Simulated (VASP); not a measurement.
# BiO (R-3m) in VASP: further runs

The runs below take BiO through single point, with PBE.

Program: VASP 6.6.1. These are calculated values, not measurements. Logs are shortened: lines on timing, memory, paths and dates and some standing lists are left out, and cuts for length are marked.

**1. The cell of the first run**

Symmetry: R-3m, No. 166, trigonal system. The conventional cell has a = 3.748 Å, b = 3.748 Å, c = 7.177 Å, α = 90.00°, β = 90.00°, γ = 120.00°. Within 3.3 Å of Bi (site symmetry -3m) lie 6 O at 2.47 Å and 6 Bi at 3.23 Å. O (site symmetry -3m) has 6 Bi at 2.47 Å and 6 O at 3.23 Å within 3.3 Å.

**2. Single point, PBE**

The input, INCAR:

```
  PREC = Accurate
  ENCUT = 600
  EDIFF = 1E-6
  ISMEAR = -1
  SIGMA = 0.05
  LREAL = False
  LASPH = True
  NELM = 120
  ALGO = Normal
  ISIF = 2
  LWAVE = False
  LCHARG = False
  GGA = PE
  NBANDS = 18
  GGA_COMPAT = False
```

The input, KPOINTS:

```
Automatic mesh
0
Gamma
  8 8 8
```

The input, POSCAR:

```
BiO
1.0
    1.8741215125      1.0820245598      2.3921943818
   -1.8741215125      1.0820245598      2.3921943818
    0.0000000000     -2.1640491195      2.3921943818
Bi O
1 1
Direct
   -0.1124997875     -0.1124997875     -0.1124997875
    0.3874997875      0.3874997875      0.3874997875
```

Potentials or basis: VASP PAW PBE potentials, release 64 (Bi_d, O).

Started as:

```bash
$ cat potpaw_PBE.64/Bi_d/POTCAR potpaw_PBE.64/O/POTCAR > POTCAR
$ mpirun -np 1 vasp_std > vasp.out
```

OUTCAR:

```text
PREC = Accurate
   ENCUT = 600
   EDIFF = 1E-6
   ISMEAR = -1
   LREAL = False
   LASPH = True
   NELM = 120
   ISIF = 2
   GGA = PE

 ion  position               nearest neighbor table
   1  0.888  0.888  0.888-   2 2.47   2 2.47   2 2.47   2 2.47   2 2.47   2 2.47
   2  0.387  0.387  0.387-   1 2.47   1 2.47   1 2.47   1 2.47   1 2.47   1 2.47

  LATTYP: Found a trigonal (rhomboedric) cell.
 ALAT       =     3.2257871213
 COS(alpha) =     0.3249218059

  Lattice vectors:

 A1 = (   1.8741215125,   1.0820245598,   2.3921943818)
 A2 = (  -1.8741215125,   1.0820245598,   2.3921943818)
 A3 = (   0.0000000000,  -2.1640491195,   2.3921943818)

Analysis of symmetry for initial positions (statically):
=====================================================================
 Subroutine PRICEL returns:
 Original cell was already a primitive cell.

 Routine SETGRP: Setting up the symmetry group for a
 trigonal (rhombohedral) supercell.

 Subroutine GETGRP returns: Found 12 space group operations
 (whereof  6 operations were pure point group operations)
 out of a pool of 12 trial point group operations.

The static configuration has the point symmetry C_3v.
 The point group associated with its full space group is D_3d.

Analysis of symmetry for dynamics (positions and initial velocities):
=====================================================================
 Subroutine PRICEL returns:
 Original cell was already a primitive cell.

 Routine SETGRP: Setting up the symmetry group for a
 trigonal (rhombohedral) supercell.

 Subroutine GETGRP returns: Found 12 space group operations
 (whereof  6 operations were pure point group operations)
 out of a pool of 12 trial point group operations.

The dynamic configuration has the point symmetry C_3v.
 The point group associated with its full space group is D_3d.

 Subroutine INISYM returns: Found 12 space group operations
 (whereof  6 operations are pure point group operations),
 and found     1 'primitive' translations

----------------------------------------------------------------------------------------

                                     Primitive cell

  volume of cell :      29.1060

  direct lattice vectors                    reciprocal lattice vectors
     1.874121512  1.082024560  2.392194382     0.266791666  0.154032240  0.139342077
    -1.874121512  1.082024560  2.392194382    -0.266791666  0.154032240  0.139342077
     0.000000000 -2.164049120  2.392194382     0.000000000 -0.308064480  0.139342077

  length of vectors
     3.225787121  3.225787121  3.225787121     0.338112316  0.338112316  0.338112316

  position of ions in fractional coordinates (direct lattice)
     0.887500213  0.887500213  0.887500213
     0.387499787  0.387499787  0.387499787

  ion indices of the primitive-cell ions
   primitive index   ion index
                 1           1
                 2           2

----------------------------------------------------------------------------------------

 KPOINTS: Automatic mesh

Automatic generation of k-mesh.
 Grid dimensions read from file:
 generate k-points for:    8    8    8

 Generating k-lattice:

  Cartesian coordinates                     Fractional coordinates (reciprocal lattice)
     0.033348958  0.019254030  0.017417760     0.125000000 -0.000000000 -0.000000000
    -0.033348958  0.019254030  0.017417760    -0.000000000  0.125000000 -0.000000000
     0.000000000 -0.038508060  0.017417760     0.000000000  0.000000000  0.125000000

  Length of vectors
     0.042264039  0.042264039  0.042264039

  Shift w.r.t. Gamma in fractional coordinates (k-lattice)
     0.000000000  0.000000000  0.000000000

 Subroutine IBZKPT returns following result:
 ===========================================

 Found     65 irreducible k-points:

 Following reciprocal coordinates:
            Coordinates               Weight
  0.000000  0.000000  0.000000      1.000000
  0.125000  0.000000  0.000000      6.000000
  0.250000  0.000000  0.000000      6.000000
  0.375000  0.000000 -0.000000      6.000000
  0.500000  0.000000  0.000000      3.000000
  0.125000  0.125000  0.000000      6.000000
[... 16 lines left out ...]
  0.250000  0.125000  0.125000      6.000000
  0.375000  0.125000  0.125000      6.000000
 [... further k-points ...]
   k-points           NKPTS =     65   k-points in BZ     NKDIM =     65   number of bands    NBANDS=     18
   number of dos      NEDOS =    301   number of ions     NIONS =      2
   total plane-waves  NPLWV =  21952
   dimension x,y,z NGX =    28 NGY =   28 NGZ =   28
   dimension x,y,z NGXF=    56 NGYF=   56 NGZF=   56
   ions per type =               1   1
   NGX,Y,Z   is equivalent  to a cutoff of  14.43, 14.43, 14.43 a.u.
   NGXF,Y,Z  is equivalent  to a cutoff of  28.86, 28.86, 28.86 a.u.
 SYSTEM =  unknown system
   PREC   = accura    normal or accurate (medium, high low for compatibility)
   ISTART =      0    job   : 0-new  1-cont  2-samecut
   ICHARG =      2    charge: 1-file 2-atom 10-const
   ISPIN  =      1    spin polarized calculation?
   LNONCOLLINEAR =      F non collinear calculations
   LSORBIT =      F    spin-orbit coupling
   LASPH  =      T    aspherical Exc in radial PAW
   ENCUT  =  600.0 eV  44.10 Ry    6.64 a.u.   6.44  6.44  6.44*2*pi/ulx,y,z
   NELM   =    120;   NELMIN=  2; NELMDL= -5     # of ELM steps
   EDIFF  = 0.1E-05   stopping-criterion for ELM
   LREAL  =      F    real-space projection
   EDIFFG = 0.1E-04   stopping-criterion for IOM
   NSW    =      0    number of steps for IOM
   IBRION =     -1    ionic relax: 0-MD 1-quasi-New 2-CG
   NFREE  =      0    steps in history (QN), initial steepest desc. (CG)
   ISIF   =      2    stress and relaxation
   ISYM   =      2    0-nonsym 1-usesym 2-fastsym
   POTIM  = 0.5000    time-step for ionic-motion
   TEBEG  =    0.0;   TEEND  =   0.0 temperature during run
   PSTRESS=    0.0 pullay stress
   NELECT =      21.0000    total number of electrons
   NUPDOWN=      -1.0000    fix difference up-down
   EMIN   =  10.00;   EMAX   =-10.00  energy-range for DOS
   EFERMI =   0.00;   METHOD = LEGACY
   ISMEAR =    -1;   SIGMA  =   0.05  broadening in eV -4-tet -1-fermi 0-gaus
   EFERMI_NEDOS =   21; number of points for ismear=-14 and -15
   IALGO  =     38    algorithm
   IMIX   =      4    mixing-type and parameters
     AMIX     =   0.40;   BMIX     =  1.00
     AMIX_MAG =   1.60;   BMIX_MAG =  1.00
  volume/ion in A,a.u.               =      14.55        98.21
  Fermi-wavevector in a.u.,A,eV,Ry     =   1.468319  2.774720 29.333624  2.155961
  Thomas-Fermi vector in A             =   2.583831
   LORBIT       =      0    0 simple, 1 ext, 2 COOP (PROOUT), +10 PAW based schemes
   GGA     = PE    functional components
   LHFCALC =     F    Hartree Fock is set to
   AEXX    =    0.0000 exact exchange contribution
   IVDW    =     0    specifies the selected vdW correction
   LEPSILON=     F    determine dielectric tensor
   LRPA    =     F    only Hartree local field effects (RPA)
 non-spin polarized calculation
  energy-cutoff  :      600.00
  volume of cell :       29.11
 maximum number of plane-waves:       993
 NGX is ok and might be reduce to    28
   NGX = 13   NGY = 13   NGZ = 13

 number of electron      21.0000001 magnetization

 Free energy of the ion-electron system (eV)
  ---------------------------------------------------
  ext. energy  EPLUGINS =         0.00000000
  ---------------------------------------------------
  free energy    TOTEN  =        -9.50941753 eV

  energy without entropy =       -9.50556873  energy(sigma->0) =       -9.50749313

 E-fermi :  11.6532     XC(G=0): -12.0263

 val. band max:       11.4697782840   @ k =   0.5000   0.5000   0.5000
 cond. band min:      11.6898250389   @ k =   0.5000   0.3750   0.1250
 fundamental gap:      0.2200467549
 Fermi energy:        11.6531632457

 k-point     1 :       0.0000    0.0000    0.0000
  band No.  band energies     occupation
      1     -12.5913      2.00000
      2     -12.5913      2.00000
      3     -12.3238      2.00000
      4     -12.3128      2.00000
      5     -12.3128      2.00000
      6      -9.4970      2.00000
[... 10 lines left out ...]
     17      23.9943      0.00000
     18      27.3089      0.00000

 k-point     2 :       0.1250    0.0000    0.0000
  band No.  band energies     occupation
      1     -12.5882      2.00000
      2     -12.5623      2.00000
      3     -12.3249      2.00000
      4     -12.3226      2.00000
      5     -12.3136      2.00000
      6      -9.3463      2.00000
[... 10 lines left out ...]
     17      25.2507      0.00000
     18      27.1486      0.00000

 k-point     3 :       0.2500    0.0000    0.0000
  band No.  band energies     occupation
      1     -12.5848      2.00000
      2     -12.5097      2.00000
      3     -12.3495      2.00000
      4     -12.3281      2.00000
      5     -12.2911      2.00000
      6      -8.9415      2.00000
[... 10 lines left out ...]
     17      26.4122      0.00000
     18      26.5112      0.00000

 k-point     4 :       0.3750    0.0000   -0.0000
  band No.  band energies     occupation
      1     -12.5892      2.00000
      2     -12.4871      2.00000
      3     -12.3658      2.00000
      4     -12.3366      2.00000
      5     -12.2374      2.00000
      6      -8.4598      2.00000
[... 10 lines left out ...]
     17      24.9981      0.00000
     18      27.4274      0.00000

 k-point     5 :       0.5000    0.0000    0.0000
  band No.  band energies     occupation
      1     -12.5936      2.00000
      2     -12.4849      2.00000
      3     -12.3699      2.00000
      4     -12.3402      2.00000
      5     -12.2082      2.00000
      6      -8.2284      2.00000
[... 10 lines left out ...]
     17      23.4296      0.00000
     18      28.6235      0.00000

 k-point     6 :       0.1250    0.1250    0.0000
  band No.  band energies     occupation
      1     -12.5785      2.00000
      2     -12.5351      2.00000
      3     -12.3594      2.00000
      4     -12.3216      2.00000
      5     -12.3109      2.00000
      6      -9.2625      2.00000
[... 10 lines left out ...]
     17      25.3823      0.00000
     18      27.0055      0.00000

 k-point     7 :       0.2500    0.1250    0.0000
  band No.  band energies     occupation
      1     -12.5722      2.00000
      2     -12.4827      2.00000
      3     -12.4021      2.00000
      4     -12.3207      2.00000
      5     -12.2988      2.00000
      6      -8.9016      2.00000
[... 10 lines left out ...]
     17      26.2907      0.00000
     18      27.3422      0.00000

 k-point     8 :       0.3750    0.1250    0.0000
  band No.  band energies     occupation
      1     -12.5769      2.00000
      2     -12.4763      2.00000
      3     -12.4107      2.00000
      4     -12.3301      2.00000
      5     -12.2470      2.00000
      6      -8.4151      2.00000
[... 10 lines left out ...]
     17      25.5811      0.00000
     18      28.2877      0.00000
[... 229 lines left out ...]
     17      27.8847      0.00000
     18      29.5756      0.00000

 k-point    20 :      -0.3750    0.3750    0.0000
  band No.  band energies     occupation
      1     -12.6846      2.00000
      2     -12.5476      2.00000
      3     -12.3520      2.00000
      4     -12.2706      2.00000
      5     -12.2331      2.00000
      6      -7.5043      2.00000
[... 10 lines left out ...]
     17      27.6697      0.00000
     18      29.8285      0.00000

 k-point    21 :       0.5000    0.5000    0.0000
  band No.  band energies     occupation
      1     -12.7873      2.00000
      2     -12.5856      2.00000
      3     -12.3284      2.00000
      4     -12.2519      2.00000
      5     -12.1558      2.00000
      6      -7.3242      2.00000
[... 10 lines left out ...]
     17      28.1694      0.00000
     18      28.9907      0.00000

 k-point    22 :       0.1250    0.1250    0.1250
  band No.  band energies     occupation
      1     -12.5365      2.00000
      2     -12.5365      2.00000
      3     -12.3443      2.00000
      4     -12.3380      2.00000
      5     -12.3380      2.00000
      6      -9.2738      2.00000
[... 10 lines left out ...]
     17      25.5280      0.00000
     18      27.2893      0.00000

 k-point    23 :       0.2500    0.1250    0.1250
  band No.  band energies     occupation
      1     -12.5303      2.00000
      2     -12.4791      2.00000
      3     -12.3792      2.00000
      4     -12.3411      2.00000
      5     -12.3315      2.00000
      6      -8.9906      2.00000
[... 10 lines left out ...]
     17      26.8085      0.00000
     18      27.2994      0.00000

 k-point    24 :       0.3750    0.1250    0.1250
  band No.  band energies     occupation
      1     -12.5291      2.00000
      2     -12.4680      2.00000
      3     -12.4012      2.00000
      4     -12.3552      2.00000
      5     -12.2743      2.00000
      6      -8.5230      2.00000
[... 10 lines left out ...]
     17      26.8105      0.00000
     18      27.2509      0.00000

 [... further k-points ...]
[... 5 lines left out ...]
  --------------------------------------------------------------------------------------
  -------------------------------------------------------------------------------------
  Total        5.4422360      5.4422360      5.4331055      0.0000000      0.0000000      0.0000000
  in kB      299.5748636    299.5748636    299.0722638      0.0000000      0.0000000      0.0000000
  external PRESSURE =     299.4073303 kB  Pullay stress =       0.0000000 kB

 VOLUME and BASIS-vectors are now :
 -----------------------------------------------------------------------------
  energy-cutoff  :      600.00
  volume of cell :       29.11
      direct lattice vectors                 reciprocal lattice vectors
     1.874121512  1.082024560  2.392194382     0.266791666  0.154032240  0.139342077
    -1.874121512  1.082024560  2.392194382    -0.266791666  0.154032240  0.139342077
     0.000000000 -2.164049120  2.392194382     0.000000000 -0.308064480  0.139342077

 POSITION                                       TOTAL-FORCE (eV/Angst)
 -----------------------------------------------------------------------------------
      0.00000      0.00000      6.36922         0.000000     -0.000000     -0.000000
      0.00000      0.00000      2.78092         0.000000      0.000000      0.000000
 -----------------------------------------------------------------------------------
    total drift:                               -0.000000     -0.000000      0.003744

  FREE ENERGIE OF THE ION-ELECTRON SYSTEM (eV)
  ---------------------------------------------------
  free  energy   TOTEN  =        -9.5094175320 eV

  energy  without entropy=       -9.5055687339  energy(sigma->0) =       -9.50749313
```

Wall time 58 s (1 thread of Intel Xeon 8259CL, shared host); peak memory 0.18 GiB.

Results:

| Property | Result |
| --- | --- |
| Free energy | -9.5094 eV |
| Pressure | 29.9 GPa |

Caveat: spin-orbit coupling is left out, which moves the levels of the heavy elements; an odd number of electrons without spin polarisation forces a metal; a magnetic or distorted state may lie lower.

(Part 1 of 2 ends here.)
